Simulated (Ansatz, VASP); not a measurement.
## MgO in VASP and in Ansatz

```xyz
2
Lattice="0.0000 2.0233 2.1021 2.1021 0.0000 2.1021 2.1021 2.0233 0.0000" Properties=species:S:1:pos:R:3 pbc="T T T"
Mg    0.0000    0.0000    0.0000
O     2.1021    2.0233    2.1021
```

Change from the starting cell: strain -0.0375 x Voigt [0, 1, 0, 0, 0, 0], atoms carried along.

Alike in both runs: task single point; functional r2SCAN; k mesh 10 × 10 × 10; occupations gaussian, width 0.05 eV; no spin polarisation.

```csv
,VASP,Ansatz
version,VASP 6.6.1,Ansatz 0.2.0
potentials or method,"VASP PAW PBE potentials, release 64 (Mg, O), cutoff 520 eV","scalar-relativistic, plane waves, PAW"
valence electrons in the cell,8,16
```

|  | VASP | Ansatz | Ansatz less VASP |
| --- | --- | --- | --- |
| gap on the k mesh at the Fermi level (eV) | 6.02 | 6.04 | +0.025 |
| least direct gap on the mesh (eV) | 6.02 | 6.04 | +0.025 |
| pressure (GPa) | 6.3 | 7.5 | +1.14 |
| traceless stress, the component that is largest in VASP (GPa) | 7.31 | 7.28 | -0.035 |

VASP's potentials were made for PBE, not for r2SCAN. VASP's potentials hold 8 valence electrons a cell and Ansatz's 16, so a difference there can come from the potentials and not from the codes.
